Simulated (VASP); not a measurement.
# Si (Fd-3m) in VASP: notebook

The runs below take Si through single point, relaxation of cell and atoms, with PBE.

Program: VASP 6.6.1. These are calculated values, not measurements. Logs are shortened: lines on timing, memory, paths and dates and some standing lists are left out, and cuts for length are marked.

## Step 1: The cell of the first run

The structure is cubic, space group Fd-3m (No. 227). The conventional cell has a = 5.470 Å, b = 5.470 Å, c = 5.470 Å, α = 90.00°, β = 90.00°, γ = 90.00°. Within 3.1 Å of Si (site symmetry -43m) lie 4 Si at 2.37 Å.

## Step 2: Single point, PBE

INCAR

```
ALGO = Normal ; EDIFF = 1E-6
ENCUT = 500 ; GGA = PE
GGA_COMPAT = F ; ISIF = 2
ISMEAR = 0 ; LASPH = T
LCHARG = F ; LREAL = F
LWAVE = F ; NBANDS = 11
NELM = 120 ; PREC = Accurate
SIGMA = 0.02
```

KPOINTS

```
k-points
0
Gamma
  8 8 8
```

POSCAR

```
Si
1.0
    0.0000000000      2.7351621130      2.7351621130
    2.7351621130      0.0000000000      2.7351621130
    2.7351621130      2.7351621130      0.0000000000
Si
2
Direct
    0.0000000000      0.0000000000      0.0000000000
    0.2500000000      0.2500000000      0.2500000000
```

Potentials or basis: VASP PAW PBE potentials, release 64 (Si).

On the command line:

```bash
$ cat potpaw_PBE.64/Si/POTCAR > POTCAR
$ mpirun -np 1 vasp_std > vasp.out
```

OUTCAR:

```text
EDIFF = 1E-6
   ENCUT = 500
   GGA = PE
   ISIF = 2
   ISMEAR = 0
   LASPH = T
   LREAL = F
   NELM = 120
   PREC = Accurate

 ion  position               nearest neighbor table
   1  0.000  0.000  0.000-   2 2.37   2 2.37   2 2.37   2 2.37
   2  0.250  0.250  0.250-   1 2.37   1 2.37   1 2.37   1 2.37

  LATTYP: Found a face centered cubic cell.
 ALAT       =     5.4703242260

  Lattice vectors:

 A1 = (   0.0000000000,   2.7351621130,   2.7351621130)
 A2 = (   2.7351621130,   0.0000000000,   2.7351621130)
 A3 = (   2.7351621130,   2.7351621130,   0.0000000000)

Analysis of symmetry for initial positions (statically):
=====================================================================
 Subroutine PRICEL returns:
 Original cell was already a primitive cell.

 Routine SETGRP: Setting up the symmetry group for a
 face centered cubic supercell.

 Subroutine GETGRP returns: Found 48 space group operations
 (whereof 24 operations were pure point group operations)
 out of a pool of 48 trial point group operations.

The static configuration has the point symmetry T_d .
 The point group associated with its full space group is O_h .

Analysis of symmetry for dynamics (positions and initial velocities):
=====================================================================
 Subroutine PRICEL returns:
 Original cell was already a primitive cell.

 Routine SETGRP: Setting up the symmetry group for a
 face centered cubic supercell.

 Subroutine GETGRP returns: Found 48 space group operations
 (whereof 24 operations were pure point group operations)
 out of a pool of 48 trial point group operations.

The dynamic configuration has the point symmetry T_d .
 The point group associated with its full space group is O_h .

 Subroutine INISYM returns: Found 48 space group operations
 (whereof 24 operations are pure point group operations),
 and found     1 'primitive' translations

----------------------------------------------------------------------------------------

                                     Primitive cell

  volume of cell :      40.9241

  direct lattice vectors                    reciprocal lattice vectors
     0.000000000  2.735162113  2.735162113    -0.182804521  0.182804521  0.182804521
     2.735162113  0.000000000  2.735162113     0.182804521 -0.182804521  0.182804521
     2.735162113  2.735162113  0.000000000     0.182804521  0.182804521 -0.182804521

  length of vectors
     3.868103355  3.868103355  3.868103355     0.316626718  0.316626718  0.316626718

  position of ions in fractional coordinates (direct lattice)
     0.000000000  0.000000000  0.000000000
     0.250000000  0.250000000  0.250000000

  ion indices of the primitive-cell ions
   primitive index   ion index
                 1           1
                 2           2

----------------------------------------------------------------------------------------

 KPOINTS: k-points

Automatic generation of k-mesh.
 Grid dimensions read from file:
 generate k-points for:    8    8    8

 Generating k-lattice:

  Cartesian coordinates                     Fractional coordinates (reciprocal lattice)
    -0.022850565  0.022850565  0.022850565     0.125000000  0.000000000  0.000000000
     0.022850565 -0.022850565  0.022850565     0.000000000  0.125000000  0.000000000
     0.022850565  0.022850565 -0.022850565     0.000000000  0.000000000  0.125000000

  Length of vectors
     0.039578340  0.039578340  0.039578340

  Shift w.r.t. Gamma in fractional coordinates (k-lattice)
     0.000000000  0.000000000  0.000000000

 Subroutine IBZKPT returns following result:
 ===========================================

 Found     29 irreducible k-points:

 Following reciprocal coordinates:
            Coordinates               Weight
  0.000000  0.000000  0.000000      1.000000
  0.125000  0.000000  0.000000      8.000000
  0.250000  0.000000  0.000000      8.000000
  0.375000  0.000000  0.000000      8.000000
  0.500000  0.000000  0.000000      4.000000
  0.125000  0.125000  0.000000      6.000000
[... 16 lines left out ...]
  0.500000  0.250000  0.125000     48.000000
 -0.375000  0.250000  0.125000     24.000000
 [... further k-points ...]
   k-points           NKPTS =     29   k-points in BZ     NKDIM =     29   number of bands    NBANDS=     11
   number of dos      NEDOS =    301   number of ions     NIONS =      2
   total plane-waves  NPLWV =  21952
   dimension x,y,z NGX =    28 NGY =   28 NGZ =   28
   dimension x,y,z NGXF=    56 NGYF=   56 NGZF=   56
   ions per type =               2
   NGX,Y,Z   is equivalent  to a cutoff of  12.03, 12.03, 12.03 a.u.
   NGXF,Y,Z  is equivalent  to a cutoff of  24.07, 24.07, 24.07 a.u.
 SYSTEM =  unknown system
   PREC   = accura    normal or accurate (medium, high low for compatibility)
   ISTART =      0    job   : 0-new  1-cont  2-samecut
   ICHARG =      2    charge: 1-file 2-atom 10-const
   ISPIN  =      1    spin polarized calculation?
   LNONCOLLINEAR =      F non collinear calculations
   LSORBIT =      F    spin-orbit coupling
   LASPH  =      T    aspherical Exc in radial PAW
   ENCUT  =  500.0 eV  36.75 Ry    6.06 a.u.   7.05  7.05  7.05*2*pi/ulx,y,z
   NELM   =    120;   NELMIN=  2; NELMDL= -5     # of ELM steps
   EDIFF  = 0.1E-05   stopping-criterion for ELM
   LREAL  =      F    real-space projection
   EDIFFG = 0.1E-04   stopping-criterion for IOM
   NSW    =      0    number of steps for IOM
   IBRION =     -1    ionic relax: 0-MD 1-quasi-New 2-CG
   NFREE  =      0    steps in history (QN), initial steepest desc. (CG)
   ISIF   =      2    stress and relaxation
   ISYM   =      2    0-nonsym 1-usesym 2-fastsym
   POTIM  = 0.5000    time-step for ionic-motion
   TEBEG  =    0.0;   TEEND  =   0.0 temperature during run
   PSTRESS=    0.0 pullay stress
   NELECT =       8.0000    total number of electrons
   NUPDOWN=      -1.0000    fix difference up-down
   EMIN   =  10.00;   EMAX   =-10.00  energy-range for DOS
   EFERMI =   0.00;   METHOD = LEGACY
   ISMEAR =     0;   SIGMA  =   0.02  broadening in eV -4-tet -1-fermi 0-gaus
   EFERMI_NEDOS =   21; number of points for ismear=-14 and -15
   IALGO  =     38    algorithm
   IMIX   =      4    mixing-type and parameters
     AMIX     =   0.40;   BMIX     =  1.00
     AMIX_MAG =   1.60;   BMIX_MAG =  1.00
  volume/ion in A,a.u.               =      20.46       138.08
  Fermi-wavevector in a.u.,A,eV,Ry     =   0.950120  1.795466 12.282358  0.902728
  Thomas-Fermi vector in A             =   2.078467
   LORBIT       =      0    0 simple, 1 ext, 2 COOP (PROOUT), +10 PAW based schemes
   GGA     = PE    functional components
   LHFCALC =     F    Hartree Fock is set to
   AEXX    =    0.0000 exact exchange contribution
   IVDW    =     0    specifies the selected vdW correction
   LEPSILON=     F    determine dielectric tensor
   LRPA    =     F    only Hartree local field effects (RPA)
 non-spin polarized calculation
 Gauss-broadening in eV      SIGMA  =   0.02
  energy-cutoff  :      500.00
  volume of cell :       40.92
 maximum number of plane-waves:      1056
   NGX = 15   NGY = 15   NGZ = 15

 number of electron       8.0000000 magnetization

 Free energy of the ion-electron system (eV)
  ---------------------------------------------------
  ext. energy  EPLUGINS =         0.00000000
  ---------------------------------------------------
  free energy    TOTEN  =       -10.84606035 eV

  energy without entropy =      -10.84606035  energy(sigma->0) =      -10.84606035

 E-fermi :   5.7188     XC(G=0):  -9.3232

 val. band max:        5.6086446270   @ k =   0.0000   0.0000   0.0000
 cond. band min:       6.2600197665   @ k =   0.3750   0.3750   0.0000
 fundamental gap:      0.6513751396
 Fermi energy:         5.7187803227

 k-point     1 :       0.0000    0.0000    0.0000
  band No.  band energies     occupation
      1      -6.2004      2.00000
      2       5.6086      2.00000
      3       5.6086      2.00000
      4       5.6086      2.00000
      5       8.1647      0.00000
      6       8.1647      0.00000
      7       8.1647      0.00000
      8       8.7326      0.00000
      9      13.3168      0.00000
     10      13.3168      0.00000
     11      13.4823      0.00000

 k-point     2 :       0.1250    0.0000    0.0000
  band No.  band energies     occupation
      1      -6.0000      2.00000
      2       4.0181      2.00000
      3       5.3265      2.00000
      4       5.3265      2.00000
      5       8.0488      0.00000
      6       8.5799      0.00000
      7       8.5799      0.00000
      8      10.1339      0.00000
      9      12.8442      0.00000
     10      12.8442      0.00000
     11      14.2576      0.00000

 k-point     3 :       0.2500    0.0000    0.0000
  band No.  band energies     occupation
      1      -5.4161      2.00000
      2       1.7238      2.00000
      3       4.8641      2.00000
      4       4.8641      2.00000
      5       7.5648      0.00000
      6       9.0977      0.00000
      7       9.0977      0.00000
      8      12.3527      0.00000
      9      12.7950      0.00000
     10      12.7950      0.00000
     11      14.5352      0.00000

 k-point     4 :       0.3750    0.0000    0.0000
  band No.  band energies     occupation
      1      -4.5423      2.00000
      2      -0.2591      2.00000
      3       4.5415      2.00000
      4       4.5415      2.00000
      5       7.2002      0.00000
      6       9.0613      0.00000
      7       9.0613      0.00000
      8      13.4438      0.00000
      9      14.1457      0.00000
     10      14.1457      0.00000
     11      15.1134      0.00000
[... 239 lines left out ...]
 k-point    22 :       0.3750    0.2500    0.1250
  band No.  band energies     occupation
      1      -4.8965      2.00000
      2       1.3412      2.00000
      3       2.9588      2.00000
      4       4.2095      2.00000
      5       8.0514      0.00000
      6       9.4325      0.00000
      7       9.8117      0.00000
      8      11.0470      0.00000
      9      13.3184      0.00000
     10      15.7082      0.00000
     11      16.5682      0.00000

 k-point    23 :       0.5000    0.2500    0.1250
  band No.  band energies     occupation
      1      -4.0277      2.00000
      2      -0.1771      2.00000
      3       2.3550      2.00000
      4       3.7226      2.00000
      5       8.4722      0.00000
      6       9.1373      0.00000
      7      10.5846      0.00000
      8      11.4846      0.00000
      9      14.5359      0.00000
     10      15.2312      0.00000
     11      17.5071      0.00000

 k-point    24 :      -0.3750    0.2500    0.1250
  band No.  band energies     occupation
      1      -3.3942      2.00000
      2      -1.0957      2.00000
      3       2.2235      2.00000
      4       3.4998      2.00000
      5       8.6304      0.00000
      6       8.7553      0.00000
      7      11.4528      0.00000
      8      12.6727      0.00000
      9      12.9122      0.00000
     10      16.1135      0.00000
     11      17.1562      0.00000

 [... further k-points ...]
[... 5 lines left out ...]
  --------------------------------------------------------------------------------------
  -------------------------------------------------------------------------------------
  Total       -0.0194547     -0.0194547     -0.0194547     -0.0000000      0.0000000     -0.0000000
  in kB       -0.7616524     -0.7616524     -0.7616524     -0.0000000      0.0000000     -0.0000000
  external PRESSURE =      -0.7616524 kB  Pullay stress =       0.0000000 kB

 VOLUME and BASIS-vectors are now :
 -----------------------------------------------------------------------------
  energy-cutoff  :      500.00
  volume of cell :       40.92
      direct lattice vectors                 reciprocal lattice vectors
     0.000000000  2.735162113  2.735162113    -0.182804521  0.182804521  0.182804521
     2.735162113  0.000000000  2.735162113     0.182804521 -0.182804521  0.182804521
     2.735162113  2.735162113  0.000000000     0.182804521  0.182804521 -0.182804521

 POSITION                                       TOTAL-FORCE (eV/Angst)
 -----------------------------------------------------------------------------------
      0.00000      0.00000      0.00000         0.000000      0.000000      0.000000
      1.36758      1.36758      1.36758        -0.000000     -0.000000     -0.000000
 -----------------------------------------------------------------------------------
    total drift:                                0.000000      0.000000     -0.000000

  FREE ENERGIE OF THE ION-ELECTRON SYSTEM (eV)
  ---------------------------------------------------
  free  energy   TOTEN  =       -10.8460603464 eV

  energy  without entropy=      -10.8460603464  energy(sigma->0) =      -10.84606035
```

Wall time 16 s (1 thread of Intel Xeon 8259CL, shared host); peak memory 0.15 GiB.

Results:

* Free energy: -10.8461 eV
* Pressure: -0.1 GPa
* Band gap on the k mesh: 0.65 eV, indirect (least direct gap 2.56 eV)

A k mesh can miss the band edges. PBE gaps usually lie below the measured ones, often by a third to a half.

## Step 3: Single point, PBE

INCAR

```
PREC = Accurate ; ENCUT = 500
EDIFF = 1E-6 ; ISMEAR = 0
SIGMA = 0.01 ; LREAL = False
LASPH = True ; NELM = 120
ALGO = Normal ; ISIF = 2
LWAVE = False ; LCHARG = False
GGA = PE ; NBANDS = 11
GGA_COMPAT = False
```

KPOINTS

```
regular mesh
0
Gamma
  8 8 8
```

POSCAR is that of step 2.

Potentials or basis: VASP PAW PBE potentials, release 64 (Si).

On the command line:

```bash
$ cat potpaw_PBE.64/Si/POTCAR > POTCAR
$ mpirun -np 1 vasp_std > vasp.out
```

Run time: 16 s. Hardware: 1 thread of Intel Xeon 8259CL, shared host; peak memory 0.15 GiB.

Results (log left out):

```yaml
Free_energy: -10.8461 eV
Pressure: -0.1 GPa
Band_gap_on_the_k_mesh: 0.65 eV, indirect (least direct gap 2.56 eV)
```

Levels at points of the mesh, in eV from the valence-band top:
```tsv
k point	band 2	band 3	band 4	band 5	band 6	band 7
(0.00, 0.00, 0.00)	0.00	0.00	0.00	2.56	2.56	2.56
(0.50, 0.00, 0.00)	-6.86	-1.18	-1.18	1.46	3.35	3.35
(0.50, 0.50, 0.00)	-7.74	-2.79	-2.79	0.75	0.75	9.93
```

A k mesh can miss the band edges.

## Step 4: Relaxation of cell and atoms, PBE

This run uses another cell than the first one, of 20.02 Å³/atom, 0.979 times its volume.

INCAR

```
ALGO     = Normal         # electronic algorithm
EDIFF    = 1E-7           # SCF threshold, eV
EDIFFG   = -0.002         # ionic threshold
ENCUT    = 500            # plane-wave cutoff, eV
GGA      = PE             # functional
GGA_COMPAT= F            
IBRION   = 2              # ionic algorithm
ISIF     = 3              # what is computed and relaxed
ISMEAR   = 0              # smearing method
LASPH    = T              # aspherical terms in the spheres
LCHARG   = F              # write CHGCAR
LREAL    = F              # projectors in reciprocal space
LWAVE    = F              # write WAVECAR
NELM     = 120            # most SCF steps
NELMIN   = 4            
NSW      = 100            # ionic steps
PREC     = Accurate       # precision mode
SIGMA    = 0.02           # smearing width, eV
```

KPOINTS

```
k-points
0
Gamma
  8 8 8
```

POSCAR

```
Si
1.0
    0.0000000000      2.7155000000      2.7155000000
    2.7155000000      0.0000000000      2.7155000000
    2.7155000000      2.7155000000      0.0000000000
Si
2
Direct
    0.0000000000      0.0000000000      0.0000000000
    0.2500000000      0.2500000000      0.2500000000
```

On the command line:

```bash
$ cat potpaw_PBE.64/Si/POTCAR > POTCAR
$ mpirun -np 1 vasp_std > vasp.out
```

It took 39 s on 1 thread of Intel Xeon 8259CL, shared host; peak memory 0.15 GiB.

It converged, with:

| Quantity | Value |
| --- | --- |
| Free energy | -10.8460 eV |
| Relaxed volume | 20.44 Å³/atom |
| Relaxed cell | a = 3.867 Å, b = 3.867 Å, c = 3.867 Å, α = 60.00°, β = 60.00°, γ = 60.00° |
| Space group after relaxing (to 0.05 Å) | Fd-3m (No. 227) |
| Energy gained by relaxing | 2.5 meV/atom |
| Ionic steps | 3 |
| Pressure after relaxing | 0.0 GPa |
| Band gap on the k mesh | 0.65 eV, indirect (least direct gap 2.56 eV) |

The path:
| step | energy change (eV) | largest force (eV/Å) | pressure (GPa) | volume (Å³) |
| --- | --- | --- | --- | --- |
| 1 | 0.0000 | 0.0000 | 1.93 | 40.05 |
| 2 | -0.0027 | 0.0000 | -1.21 | 41.46 |
| 3 | -0.0049 | 0.0000 | 0.01 | 40.88 |

Final structure:
```
Si
1.0
     0.00000    2.73429    2.73429
     2.73429    0.00000    2.73429
     2.73429    2.73429    0.00000
Si
2
Direct
  0.00000 0.00000 0.00000
  0.25000 0.25000 0.25000
```

Levels at points of the mesh, in eV from the valence-band top:
```csv
k point,band 2,band 3,band 4,band 5,band 6,band 7
"(0.00, 0.00, 0.00)",0.00,0.00,0.00,2.56,2.56,2.56
"(0.50, 0.00, 0.00)",-6.87,-1.18,-1.18,1.47,3.35,3.35
"(0.50, 0.50, 0.00)",-7.75,-2.79,-2.79,0.75,0.75,9.94
```

A k mesh can miss the band edges. Expect the measured gap to be larger: semilocal functionals such as PBE lack the derivative discontinuity.

## Step 5: The runs side by side

```tsv
task	cell	smearing	gap on the mesh (eV)	pressure (GPa)
single point	a = 3.868 Å, angles 60.0°, 2 atoms	gaussian 0.02 eV	0.65	-0.1
single point	a = 3.868 Å, angles 60.0°, 2 atoms	gaussian 0.01 eV	0.65	-0.1
relaxation of cell and atoms	relaxed from a = 3.840 Å, angles 60.0°, 2 atoms	gaussian 0.02 eV	0.65	0.0
```

Alike in all rows: level PBE; potentials or basis VASP PAW PBE potentials, release 64 (Si); no spin polarisation; k mesh 8 × 8 × 8; cutoff (eV) 500.

Total energies depend on the potentials used, so only differences within one code and one set of settings carry meaning.
